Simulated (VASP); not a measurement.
Crystal: BAs.

```
B As
1.0
     0.00000    2.39187    2.39187
     2.27227    0.00000    2.39187
     2.27227    2.39187    0.00000
B As
1 1
Direct
  0.00000 0.00000 0.00000
  0.25000 0.25000 0.25000
```

This cell differs from its parent crystal: uniaxial x strain -5.0%.

Base run:

* Program: VASP 6.6.1
* Functional: r2SCAN
* Potentials or basis: VASP PAW PBE potentials, release 64 (B, As)
* Cutoff: 520 eV
* k mesh: 10 × 10 × 10
* Occupations: gaussian, width 0.01 eV
* Spin: no spin polarisation

Its results: band gap on the k mesh 0.50 eV (least direct gap 2.93 eV); pressure 8.4 GPa.

**Question.** The run is repeated on the same cell with these changes: functional from r2SCAN to PBE; k mesh from 10 × 10 × 10 to 6 × 6 × 6. What comes out?

**Answer.** Band gap on the k mesh 0.47 eV (least direct gap 2.81 eV); pressure 11.0 GPa.

Several settings changed at once.

Caveats: the cell stands under pressure; the PAW data sets were made with another functional, which shifts forces and pressure a little (at least some runs).

A k mesh can miss the band edges.
